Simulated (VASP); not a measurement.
# Si6O11 (a cell with a defect) in VASP: further runs

Si6O11 (a cell with a defect) is run at these levels: PBE+D3(BJ); tasks: single point.

Everything below comes from runs of VASP 6.6.1. Logs are shortened: lines on timing, memory, paths and dates and some standing lists are left out, and cuts for length are marked.

## 1. The cell of the first run

The cell holds a defect, 17 atoms: a = 4.915 Å, b = 5.421 Å, c = 8.513 Å, α = 90.00°, β = 90.00°, γ = 90.00°.

## 2. Single point, PBE+D3(BJ)

INCAR

```
PREC = Accurate
ENCUT = 520
EDIFF = 1E-6
ISMEAR = 0
SIGMA = 0.05
LREAL = Auto
LASPH = T
NELM = 60
ALGO = Normal
ISIF = 2
LWAVE = F
LCHARG = F
GGA = PE
IVDW = 12
NELECT = 88.0
NBANDS = 59
```

KPOINTS

```
Automatic mesh
0
Gamma
  4 4 2
```

POSCAR

```
Si6O11
1.0
   -2.4573906087      4.2563253884      0.0000000000
    0.0000000000      0.0000000000      5.4210324304
    7.3721718262      4.2563253883      0.0000000000
Si O
6 11
Direct
    0.7669799462      0.6666666667      0.2330200538
    0.2669799462      0.6666666667      0.7330200538
    0.9660401075      0.3333333333      0.5000000000
    0.4660401075      0.3333333333      0.0000000000
    0.2669799462      0.0000000000      0.2669799462
    0.7669799462      0.0000000000      0.7669799462
    0.2730030153      0.2203350802      0.1370425925
    0.7730030153      0.2203350802      0.6370425925
    0.0690623811      0.8870017469      0.7949771961
    0.6579346037      0.5536684135      0.0679802114
    0.1579346037      0.5536684135      0.5679802114
    0.0690623811      0.7796649198      0.2050228039
    0.5690623811      0.7796649198      0.7050228039
    0.1030609485      0.1540515798      0.4371045828
    0.6579346037      0.1129982531      0.9320197886
    0.7730030153      0.4463315865      0.3629574075
    0.2730030153      0.4463315865      0.8629574075
```

Potentials or basis: VASP PAW PBE potentials, release 64 (Si, O).

Launch:

```console
$ cat potpaw_PBE.64/Si/POTCAR potpaw_PBE.64/O/POTCAR > POTCAR
$ mpirun -np 1 vasp_std > vasp.out
```

OUTCAR:

```text
PREC = Accurate
   ENCUT = 520
   EDIFF = 1E-6
   ISMEAR = 0
   LREAL = Auto
   LASPH = T
   NELM = 60
   ISIF = 2
   GGA = PE
   IVDW = 12
   NELECT = 88.0
 IVDW          = 12

 ion  position               nearest neighbor table
   1  0.767  0.667  0.233-  12 1.62  10 1.62  16 1.63   5 3.06   5 3.06   3 3.06   4 3.06
   2  0.267  0.667  0.733-  13 1.62  11 1.62  17 1.63   9 1.63   6 3.06   6 3.06   4 3.06   3 3.06

   3  0.966  0.333  0.500-  14 1.30   8 1.62  16 1.62  11 1.63   6 3.06   1 3.06   5 3.06   2 3.06

   4  0.466  0.333  0.000-   7 1.62  17 1.62  15 1.63  10 1.63   5 3.06   2 3.06   6 3.06   1 3.06

   5  0.267  0.000  0.267-   7 1.63  12 1.63  14 1.86   4 3.06   1 3.06   1 3.06   3 3.06
   6  0.767  0.000  0.767-  15 1.62   9 1.62   8 1.63  13 1.63   3 3.06   2 3.06   2 3.06   4 3.06

   7  0.273  0.220  0.137-   4 1.62   5 1.63
   8  0.773  0.220  0.637-   3 1.62   6 1.63
   9  0.069  0.887  0.795-   6 1.62   2 1.63
  10  0.658  0.554  0.068-   1 1.62   4 1.63
  11  0.158  0.554  0.568-   2 1.62   3 1.63
  12  0.069  0.780  0.205-   1 1.62   5 1.63
  13  0.569  0.780  0.705-   2 1.62   6 1.63
  14  0.103  0.154  0.437-   3 1.30   5 1.86
  15  0.658  0.113  0.932-   6 1.62   4 1.63
  16  0.773  0.446  0.363-   3 1.62   1 1.63
  17  0.273  0.446  0.863-   4 1.62   2 1.63

  LATTYP: Found a simple orthorhombic cell.
 ALAT       =     4.9147812175
 B/A-ratio  =     1.1030058492
 C/A-ratio  =     1.7320508076

  Lattice vectors:

 A1 = (  -2.4573906087,   4.2563253884,   0.0000000000)
 A2 = (   0.0000000000,   0.0000000000,   5.4210324304)
 A3 = (   7.3721718262,   4.2563253883,   0.0000000000)

Analysis of symmetry for initial positions (statically):
=====================================================================
 Subroutine PRICEL returns:
 Original cell was already a primitive cell.

 Routine SETGRP: Setting up the symmetry group for a
 simple orthorhombic supercell.

 Subroutine GETGRP returns: Found  1 space group operations
 (whereof  1 operations were pure point group operations)
 out of a pool of  8 trial point group operations.

The static configuration has the point symmetry C_1 .

Analysis of symmetry for dynamics (positions and initial velocities):
=====================================================================
 Subroutine PRICEL returns:
 Original cell was already a primitive cell.

 Routine SETGRP: Setting up the symmetry group for a
 simple orthorhombic supercell.

 Subroutine GETGRP returns: Found  1 space group operations
 (whereof  1 operations were pure point group operations)
 out of a pool of  8 trial point group operations.

The dynamic configuration has the point symmetry C_1 .

 Subroutine INISYM returns: Found  1 space group operations
 (whereof  1 operations are pure point group operations),
 and found     1 'primitive' translations

----------------------------------------------------------------------------------------

                                     Primitive cell

  volume of cell :     226.8042

  direct lattice vectors                    reciprocal lattice vectors
    -2.457390609  4.256325388  0.000000000    -0.101733928  0.176208333  0.000000000
     0.000000000  0.000000000  5.421032430     0.000000000  0.000000000  0.184466707
     7.372171826  4.256325388  0.000000000     0.101733928  0.058736111  0.000000000

  length of vectors
     4.914781217  5.421032430  8.512650777     0.203467857  0.184466707  0.117472222

  position of ions in fractional coordinates (direct lattice)
     0.766979946  0.666666667  0.233020054
     0.266979946  0.666666667  0.733020054
     0.966040107  0.333333333  0.500000000
     0.466040107  0.333333333  0.000000000
     0.266979946  0.000000000  0.266979946
     0.766979946  0.000000000  0.766979946
[... 9 lines left out ...]
     0.773003015  0.446331587  0.362957407
     0.273003015  0.446331587  0.862957407

  ion indices of the primitive-cell ions
   primitive index   ion index
                 1           1
                 2           2
                 3           3
                 4           4
                 5           5
                 6           6
[... 9 lines left out ...]
                16          16
                17          17

----------------------------------------------------------------------------------------

 KPOINTS: Automatic mesh

Automatic generation of k-mesh.
 Grid dimensions read from file:
 generate k-points for:    4    4    2

 Generating k-lattice:

  Cartesian coordinates                     Fractional coordinates (reciprocal lattice)
    -0.025433482  0.044052083  0.000000000     0.250000000  0.000000000 -0.000000000
     0.000000000  0.000000000  0.046116677     0.000000000  0.250000000  0.000000000
     0.050866964  0.029368055  0.000000000     0.000000000  0.000000000  0.500000000

  Length of vectors
     0.050866964  0.046116677  0.058736111

  Shift w.r.t. Gamma in fractional coordinates (k-lattice)
     0.000000000  0.000000000  0.000000000

 Subroutine IBZKPT returns following result:
 ===========================================

 Found     20 irreducible k-points:

 Following reciprocal coordinates:
            Coordinates               Weight
  0.000000  0.000000  0.000000      1.000000
  0.250000  0.000000 -0.000000      2.000000
  0.500000  0.000000 -0.000000      1.000000
  0.000000  0.250000  0.000000      2.000000
  0.250000  0.250000 -0.000000      2.000000
  0.250000 -0.250000 -0.000000      2.000000
[... 12 lines left out ...]
  0.250000  0.500000  0.500000      2.000000
  0.500000  0.500000  0.500000      1.000000
   k-points           NKPTS =     20   k-points in BZ     NKDIM =     20   number of bands    NBANDS=     59
   number of dos      NEDOS =    301   number of ions     NIONS =     17
   total plane-waves  NPLWV = 102400
   dimension x,y,z NGX =    40 NGY =   40 NGZ =   64
   dimension x,y,z NGXF=    80 NGYF=   80 NGZF=  128
   ions per type =               6  11
   NGX,Y,Z   is equivalent  to a cutoff of  13.53, 12.27, 12.50 a.u.
   NGXF,Y,Z  is equivalent  to a cutoff of  27.06, 24.53, 25.00 a.u.
 SYSTEM =  unknown system
   PREC   = accura    normal or accurate (medium, high low for compatibility)
   ISTART =      0    job   : 0-new  1-cont  2-samecut
   ICHARG =      2    charge: 1-file 2-atom 10-const
   ISPIN  =      1    spin polarized calculation?
   LNONCOLLINEAR =      F non collinear calculations
   LSORBIT =      F    spin-orbit coupling
   LASPH  =      T    aspherical Exc in radial PAW
   ENCUT  =  520.0 eV  38.22 Ry    6.18 a.u.   9.14 10.08 15.83*2*pi/ulx,y,z
   NELM   =     60;   NELMIN=  2; NELMDL= -5     # of ELM steps
   EDIFF  = 0.1E-05   stopping-criterion for ELM
   LREAL  =      T    real-space projection
   EDIFFG = 0.1E-04   stopping-criterion for IOM
   NSW    =      0    number of steps for IOM
   IBRION =     -1    ionic relax: 0-MD 1-quasi-New 2-CG
   NFREE  =      0    steps in history (QN), initial steepest desc. (CG)
   ISIF   =      2    stress and relaxation
   ISYM   =      2    0-nonsym 1-usesym 2-fastsym
   POTIM  = 0.5000    time-step for ionic-motion
   TEBEG  =    0.0;   TEEND  =   0.0 temperature during run
   PSTRESS=    0.0 pullay stress
   NELECT =      88.0000    total number of electrons
   NUPDOWN=      -1.0000    fix difference up-down
   EMIN   =  10.00;   EMAX   =-10.00  energy-range for DOS
   EFERMI =   0.00;   METHOD = LEGACY
   ISMEAR =     0;   SIGMA  =   0.05  broadening in eV -4-tet -1-fermi 0-gaus
   EFERMI_NEDOS =   21; number of points for ismear=-14 and -15
   IALGO  =     38    algorithm
   IMIX   =      4    mixing-type and parameters
     AMIX     =   0.40;   BMIX     =  1.00
     AMIX_MAG =   1.60;   BMIX_MAG =  1.00
  volume/ion in A,a.u.               =      13.34        90.03
  Fermi-wavevector in a.u.,A,eV,Ry     =   1.194040  2.256408 19.398241  1.425730
  Thomas-Fermi vector in A             =   2.330039
   LORBIT       =      0    0 simple, 1 ext, 2 COOP (PROOUT), +10 PAW based schemes
   GGA     = PE    functional components
   LHFCALC =     F    Hartree Fock is set to
   AEXX    =    0.0000 exact exchange contribution
   IVDW    =    12    specifies the selected vdW correction
   LEPSILON=     F    determine dielectric tensor
   LRPA    =     F    only Hartree local field effects (RPA)
 non-spin polarized calculation
 Gauss-broadening in eV      SIGMA  =   0.05
  energy-cutoff  :      520.00
  volume of cell :      226.80
 maximum number of plane-waves:      6164
 NGX is ok and might be reduce to    40
   NGX = 19   NGY = 21   NGZ = 31

 number of electron      88.0000027 magnetization

 Free energy of the ion-electron system (eV)
  ---------------------------------------------------
  ext. energy  EPLUGINS =         0.00000000
  ---------------------------------------------------
  free energy    TOTEN  =      -130.17210620 eV

  energy without entropy =     -130.15580542  energy(sigma->0) =     -130.16395581

 E-fermi :   0.9214     XC(G=0):  -8.8787

 val. band max:        0.9165881183   @ k =   0.0000   0.5000   0.0000
 cond. band min:       0.9305482316   @ k =   0.0000   0.2500   0.5000
 fundamental gap:      0.0139601133
 Fermi energy:         0.9214484570

 k-point     1 :       0.0000    0.0000    0.0000
  band No.  band energies     occupation
      1     -18.8204      2.00000
      2     -18.2213      2.00000
      3     -17.9378      2.00000
      4     -17.5617      2.00000
      5     -17.3530      2.00000
      6     -16.8004      2.00000
[... 48 lines left out ...]
     55      11.1945      0.00000
     56      11.3622      0.00000

 k-point     2 :       0.2500    0.0000   -0.0000
  band No.  band energies     occupation
      1     -18.7677      2.00000
      2     -18.1966      2.00000
      3     -17.9915      2.00000
      4     -17.5297      2.00000
      5     -17.2407      2.00000
      6     -16.8834      2.00000
[... 48 lines left out ...]
     55      11.2276      0.00000
     56      11.3758      0.00000
[... 1001 lines left out ...]
     55      10.9097      0.00000
     56      11.0662      0.00000

 k-point    20 :       0.5000    0.5000    0.5000
  band No.  band energies     occupation
      1     -18.5606      2.00000
      2     -18.4309      2.00000
      3     -17.8396      2.00000
      4     -17.3420      2.00000
      5     -17.2219      2.00000
      6     -17.1862      2.00000
[... 48 lines left out ...]
     55      11.1272      0.00000
     56      11.2776      0.00000
 [bands above 56 left out]

------------------------ aborting loop because EDIFF is reached ----------------------------------------

 Edisp (eV)   -2.41147

 E8    (eV) :    -0.8270

  FORCE on cell =-STRESS in cart. coord.  units (eV):
  Direction    XX          YY          ZZ          XY          YZ          ZX
  --------------------------------------------------------------------------------------
  -------------------------------------------------------------------------------------
  Total      -6.70670   -13.30420     0.01016    -5.38910    -4.13932    11.40805
  in kB     -47.37710   -93.98276     0.07180   -38.06937   -29.24078    80.58814
  external pressure =      -47.10 kB  Pullay stress =        0.00 kB

 VOLUME and BASIS-vectors are now :
 -----------------------------------------------------------------------------
  energy-cutoff  :      520.00
  volume of cell :      226.80
      direct lattice vectors                 reciprocal lattice vectors
    -2.457390609  4.256325388  0.000000000    -0.101733928  0.176208333  0.000000000
     0.000000000  0.000000000  5.421032430     0.000000000  0.000000000  0.184466707
     7.372171826  4.256325388  0.000000000     0.101733928  0.058736111  0.000000000

 POSITION                                       TOTAL-FORCE (eV/Angst)
 -----------------------------------------------------------------------------------
     -0.16691      4.25633      3.61402        -0.433642      0.061913     -2.478131
      4.74788      4.25633      3.61402         0.010788     -0.178550     -0.203635
      1.31215      6.23994      1.80701        15.641188     -4.864655     18.249692
     -1.14524      1.98362      1.80701        -1.342102     -0.717856     -0.191278
      1.31215      2.27271      0.00000         2.574139     -1.242334      2.228829
      3.76954      6.52903      0.00000        -0.055100      0.030704      0.216923
[... 9 lines left out ...]
      0.77621      4.83502      2.41958        -0.187004     -2.092871      1.984202
      5.69100      4.83502      2.41958         0.325435      0.188980     -0.117718
 -----------------------------------------------------------------------------------
    total drift:                               -0.001075     -0.001530      0.000819

  FREE ENERGIE OF THE ION-ELECTRON SYSTEM (eV)
  ---------------------------------------------------
  free  energy   TOTEN  =      -132.5835811980 eV

  energy  without entropy=     -132.5672804140  energy(sigma->0) =     -132.57543081
```

Run time: 14 min. Hardware: 1 thread of Intel Xeon 8259CL, shared host; peak memory 0.39 GiB.

Results:

| Item | Value |
| --- | --- |
| Free energy | -132.5836 eV |
| Largest force | 30.347 eV/Å |
| Dispersion energy per atom | -0.142 eV |

Forces on the atoms (eV/Å):
```
Si   -0.434   0.062  -2.478
Si    0.011  -0.179  -0.204
Si   15.641  -4.865  18.250
Si   -1.342  -0.718  -0.191
Si    2.574  -1.242   2.229
Si   -0.055   0.031   0.217
O     1.022   0.765  -0.891
O     0.995  -0.341   0.050
O     0.032   0.124   0.011
O     0.573   0.614   1.190
O     0.101   0.130   0.699
O     0.336   0.503   0.839
O    -0.200   0.052   0.044
O   -19.904   6.819 -21.870
O     0.510   0.149   0.239
O    -0.187  -2.093   1.984
O     0.325   0.189  -0.118
```

Caveat: the k points lie up to 0.37 Å⁻¹ apart; the cell carries a net charge on a neutralising background, which shifts energy and pressure; the cell differs from its parent crystal (atoms taken out, atom 14 moved -0.125 of the way to it and -0.125 Å across, host rigid); the cell is charged against a uniform background, so pressure and absolute levels hang on convention.

## 3. Single point, PBE+D3(BJ)

INCAR

```
SYSTEM = Si6O11
PREC = Accurate
ENCUT = 520
EDIFF = 1E-6
ISMEAR = 0
SIGMA = 0.05
LREAL = Auto
LASPH = .True.
NELM = 80
ALGO = Normal
ISIF = 2
LWAVE = .False.
LCHARG = .True.
GGA = PE
IVDW = 12
LELF = .True.
LVHAR = .True.
NBANDS = 59
NELECT = 88.0
```

KPOINTS

```
regular mesh
0
Gamma
  4 4 2
  0 0 0
```

Changes to POSCAR since step 2:

```diff
@@ -21,3 +21,3 @@
     0.5690623811      0.7796649198      0.7050228039
-    0.1030609485      0.1540515798      0.4371045828
+    0.5620970150     -0.0873907264      0.2708861365
     0.6579346037      0.1129982531      0.9320197886
```

Potentials or basis: VASP PAW PBE potentials, release 64 (Si, O).

Launch:

```console
$ cat potpaw_PBE.64/Si/POTCAR potpaw_PBE.64/O/POTCAR > POTCAR
$ mpirun -np 1 vasp_std > vasp.out
```

OUTCAR:

```text
SYSTEM = Si6O11
   PREC = Accurate
   ENCUT = 520
   EDIFF = 1E-6
   ISMEAR = 0
   LREAL = Auto
   LASPH = .True.
   NELM = 80
   ISIF = 2
   GGA = PE
   IVDW = 12
   NELECT = 88.0
 IVDW          = 12

 ion  position               nearest neighbor table
   1  0.767  0.667  0.233-  12 1.62  10 1.62  16 1.63  14 1.70   5 3.06   5 3.06   3 3.06   4 3.06

   2  0.267  0.667  0.733-  13 1.62  11 1.62  17 1.63   9 1.63   6 3.06   6 3.06   4 3.06   3 3.06

   3  0.966  0.333  0.500-   8 1.62  16 1.62  11 1.63   6 3.06   1 3.06   5 3.06   2 3.06
[... 1426 lines left out ...]
  Total     -18.20986   -11.76393   -17.64583    -1.72570    -0.75993    -2.82268
  in kB    -128.63712   -83.10209  -124.65268   -12.19056    -5.36823   -19.93979
  external pressure =     -112.13 kB  Pullay stress =        0.00 kB

 VOLUME and BASIS-vectors are now :
 -----------------------------------------------------------------------------
  energy-cutoff  :      520.00
  volume of cell :      226.80
      direct lattice vectors                 reciprocal lattice vectors
    -2.457390609  4.256325388  0.000000000    -0.101733928  0.176208333  0.000000000
     0.000000000  0.000000000  5.421032430     0.000000000  0.000000000  0.184466707
     7.372171826  4.256325388  0.000000000     0.101733928  0.058736111  0.000000000

 POSITION                                       TOTAL-FORCE (eV/Angst)
 -----------------------------------------------------------------------------------
     -0.16691      4.25633      3.61402        -0.627227     -1.731445      0.516696
      4.74788      4.25633      3.61402         1.146055      1.350300      0.196721
      1.31215      6.23994      1.80701         2.048248     -0.699648      2.483869
     -1.14524      1.98362      1.80701        -0.814328     -0.010549      0.517699
      1.31215      2.27271      0.00000        -2.093581     -3.446204      0.467786
      3.76954      6.52903      0.00000         1.071663      0.510072     -1.162988
[... 9 lines left out ...]
      0.77621      4.83502      2.41958         0.235020      0.478023     -0.730073
      5.69100      4.83502      2.41958        -0.048221     -0.108604     -0.148445
 -----------------------------------------------------------------------------------
    total drift:                                0.002955     -0.000209     -0.002430

  FREE ENERGIE OF THE ION-ELECTRON SYSTEM (eV)
  ---------------------------------------------------
  free  energy   TOTEN  =      -136.4606563210 eV

  energy  without entropy=     -136.4506268262  energy(sigma->0) =     -136.45564157
```

stdout:

```text
POSCAR found type information on POSCAR SiO
 POSCAR found :  2 types and      17 ions
 scaLAPACK will be used
 LDA part: xc-table for (Slater+PW92), standard interpolation
 POSCAR, INCAR and KPOINTS ok, starting setup
 FFT: planning ... GRIDC
 FFT: planning ... GRID_SOFT
 FFT: planning ... GRID
 WAVECAR not read
 entering main loop
 the old and the new charge density differ
 old charge density:    90.00000 new   88.00000
    0.335E+01
```

Run time: 14 min. Hardware: 1 thread of Intel Xeon 8259CL, shared host; peak memory 0.39 GiB.

Results:

```yaml
Free_energy: -136.4607 eV
Largest_force: 4.939 eV/Å
Dispersion_energy_per_atom: -0.142 eV
```

Forces in eV/Å, atoms in the order of the input:
```
Si  -0.627 -1.731  0.517
Si   1.146  1.350  0.197
Si   2.048 -0.700  2.484
Si  -0.814 -0.011  0.518
Si  -2.094 -3.446  0.468
Si   1.072  0.510 -1.163
O    2.003 -0.508 -0.028
O   -1.693 -0.032  0.018
O   -0.419 -0.135  0.021
O    0.346  0.484  0.280
O   -1.298 -0.903 -1.089
O    0.988  0.686  0.760
O   -0.341 -0.214  0.060
O   -0.534  4.329 -2.316
O    0.030 -0.050  0.155
O    0.235  0.478 -0.730
O   -0.048 -0.109 -0.148
```

Levels at points of the mesh, in eV from the Fermi level:
```
           k point  band 42  band 43  band 44  band 45  band 46  band 47
(0.00, 0.00, 0.00)    -0.70    -0.25    -0.06    -0.01     4.03     6.43
(0.50, 0.00, 0.00)    -0.56    -0.20    -0.04     0.05     3.96     6.35
(0.00, 0.50, 0.00)    -0.52    -0.34    -0.08     0.09     3.88     6.44
(0.50, 0.50, 0.00)    -0.59    -0.52    -0.39     0.23     3.99     6.67
(0.00, 0.00, 0.50)    -0.71    -0.22    -0.05     0.12     3.92     6.28
(0.50, 0.00, 0.50)    -0.55    -0.22    -0.06     0.01     3.99     6.37
(0.00, 0.50, 0.50)    -0.60    -0.39    -0.05     0.13     3.87     6.48
(0.50, 0.50, 0.50)    -0.56    -0.50    -0.30     0.12     3.99     6.74
```

Caveat: the k points lie up to 0.37 Å⁻¹ apart; the cell carries a net charge on a neutralising background, which shifts energy and pressure; the cell differs from its parent crystal (atoms taken out, atom 14 moved 1.000 of the way to it and -0.250 Å across, host rigid); the cell is charged against a uniform background, so pressure and absolute levels hang on convention.
